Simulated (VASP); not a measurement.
# Ga (Pm-3m) in VASP: further runs, part 2 of 2

VASP 6.6.1. The steps go on from the part before.

**3. Relaxation of cell and atoms, PBEsol-based screened hybrid with 25 % exact exchange**

This run uses another cell than the first one, of 20.05 Å³/atom.

Contents of POSCAR:

```
Ga
1.0
    2.7164800000      0.0000000000      0.0000000000
    0.0000000000      2.7164800000      0.0000000000
    0.0000000000      0.0000000000      2.7164800000
Ga
1
Direct
    0.0000000000      0.0000000000      0.0000000000
```

Contents of INCAR.step1:

```
PREC = Accurate ; ENCUT = 600
EDIFF = 1E-5 ; ISMEAR = -1
SIGMA = 0.05 ; LREAL = F
LASPH = T ; NELM = 80
ALGO = Normal ; LWAVE = T
LCHARG = F ; GGA = PE
NBANDS = 12
```

Contents of INCAR.step2:

```
PREC = Accurate ; ENCUT = 600
EDIFF = 1E-6 ; ISMEAR = -1
SIGMA = 0.05 ; LREAL = F
LASPH = T ; NELM = 80
ALGO = Normal ; ISIF = 3
LWAVE = F ; LCHARG = F
GGA = PS ; LHFCALC = T
AEXX = 0.25 ; HFSCREEN = 0.207
PRECFOCK = Normal ; IBRION = 2
NSW = 60 ; EDIFFG = -0.01
ISTART = 1
```

Contents of KPOINTS:

```
regular mesh
0
Gamma
  5 5 5
```

Potentials or basis: VASP PAW PBE potentials, release 64 (Ga_d).

Run with:

```
cat potpaw_PBE.64/Ga_d/POTCAR > POTCAR
cp INCAR.step1 INCAR
mpirun -np 1 vasp_std > vasp.out
cp INCAR.step2 INCAR
mpirun -np 1 vasp_std > vasp.out
```

OUTCAR:

```text
PREC = Accurate
   ENCUT = 600
   EDIFF = 1E-6
   ISMEAR = -1
   LREAL = F
   LASPH = T
   NELM = 80
   ISIF = 3
   GGA = PS
   LHFCALC = T
   AEXX = 0.25
   HFSCREEN = 0.207
   PRECFOCK = Normal
   IBRION = 2
   NSW = 60
   EDIFFG = -0.01
   ISTART = 1

 ion  position               nearest neighbor table
   1  0.000  0.000  0.000-

  LATTYP: Found a simple cubic cell.
 ALAT       =     2.7164800000

  Lattice vectors:

 A1 = (   2.7164800000,   0.0000000000,   0.0000000000)
 A2 = (   0.0000000000,   2.7164800000,   0.0000000000)
 A3 = (   0.0000000000,   0.0000000000,   2.7164800000)

Analysis of symmetry for initial positions (statically):
=====================================================================
 Subroutine PRICEL returns:
 Original cell was already a primitive cell.

 Routine SETGRP: Setting up the symmetry group for a
 simple cubic supercell.

 Subroutine GETGRP returns: Found 48 space group operations
[... 142 lines left out ...]
  volume of cell :       20.05
 maximum number of plane-waves:       691
 NGX is ok and might be reduce to    24
  NGX = 18; NGY = 18; NGZ = 18

--------------------------------------- Ionic step        1  -------------------------------------------

 number of electron      13.0000005 magnetization

 Free energy of the ion-electron system (eV)
  ---------------------------------------------------
  ext. energy  EPLUGINS =         0.00000000
  ---------------------------------------------------
  free energy    TOTEN  =        -3.51733530 eV

  energy without entropy =       -3.51154037  energy(sigma->0) =       -3.51443784

------------------------ aborting loop because EDIFF is reached ----------------------------------------

  FORCE on cell =-STRESS in cart. coord.  units (eV):
  Direction    XX          YY          ZZ          XY          YZ          ZX
  --------------------------------------------------------------------------------------
  -------------------------------------------------------------------------------------
  Total       -0.4388313     -0.4388313     -0.4388313      0.0000000     -0.0000000      0.0000000
  in kB      -35.0742668    -35.0742668    -35.0742668      0.0000000     -0.0000000      0.0000000
  external PRESSURE =     -35.0742668 kB  Pullay stress =       0.0000000 kB
[... 57 lines left out ...]
--------------------------------------- Ionic step        3  -------------------------------------------

 number of electron      12.9999996 magnetization

 Free energy of the ion-electron system (eV)
  ---------------------------------------------------
  ext. energy  EPLUGINS =         0.00000000
  ---------------------------------------------------
  free energy    TOTEN  =        -3.53319679 eV

  energy without entropy =       -3.52740186  energy(sigma->0) =       -3.53029933

 E-fermi :   4.9311     XC(G=0):  -9.1212

 val. band max:        4.8867093800   @ k =   0.4000   0.4000   0.0000
 cond. band min:       5.8754322590   @ k =   0.4000   0.4000   0.2000
 fundamental gap:      0.9887228791
 Fermi energy:         4.9310745416

 k-point     1 :       0.0000    0.0000    0.0000
  band No.  band energies     occupation
      1     -12.8769      2.00000
      2     -12.8769      2.00000
      3     -12.2791      2.00000
      4     -12.2791      2.00000
      5     -12.2791      2.00000
      6      -7.2913      2.00000
      7      15.4754      0.00000
      8      15.4754      0.00000
      9      15.4754      0.00000
     10      18.2485      0.00000
[... 143 lines left out ...]
  FREE ENERGIE OF THE ION-ELECTRON SYSTEM (eV)
  ---------------------------------------------------
  free  energy   TOTEN  =        -3.5331967877 eV

  energy  without entropy=       -3.5274018639  energy(sigma->0) =       -3.53029933

 reached required accuracy - stopping structural energy minimisation
```

It took 8 min on 1 thread of Intel Xeon Platinum 8488C (Sapphire Rapids), shared host; peak memory 0.24 GiB.

What came out:

```
Free energy                           : -3.5332 eV
Relaxed volume                        : 18.77 Å³/atom
Relaxed cell                          : a = 2.658 Å, b = 2.658 Å, c = 2.658 Å, α = 90.00°, β = 90.00°, γ = 90.00°
Space group after relaxing (to 0.1 Å) : Pm-3m (No. 221)
Energy gained by relaxing             : 15.9 meV/atom
Ionic steps                           : 3
Pressure after relaxing               : 0.0 GPa
Band gap on the k mesh                : zero (an odd number of electrons rules out a gap without spin polarisation)
```

The path:
```
step  energy change (eV)  largest force (eV/Å)  pressure (GPa)  volume (Å³)
   1              0.0000                0.0000           -3.51        20.05
   2             -0.0158                0.0000           -0.12        18.80
   3             -0.0159                0.0000            0.04        18.77
```

Final structure:
```yaml
crystal:
  lattice:
    - [2.65751, 0.00000, 0.00000]
    - [0.00000, 2.65751, 0.00000]
    - [0.00000, 0.00000, 2.65751]
  atoms:
    - { symbol: Ga, position: [0.00000, 0.00000, 0.00000] }
```

Levels at points of the mesh, in eV from the Fermi level:
| k point | band 4 | band 5 | band 6 | band 7 | band 8 | band 9 |
| --- | --- | --- | --- | --- | --- | --- |
| (0.00, 0.00, 0.00) | -17.21 | -17.21 | -12.22 | 10.54 | 10.54 | 10.54 |

Caveat: the k points lie up to 0.47 Å⁻¹ apart in the final cell, too coarse for converged energies and pressures of a metal; the PAW data sets were made with another functional, which shifts forces and pressure a little.

The gap in the log of VASP goes by the Fermi energy; the results here count the filled bands.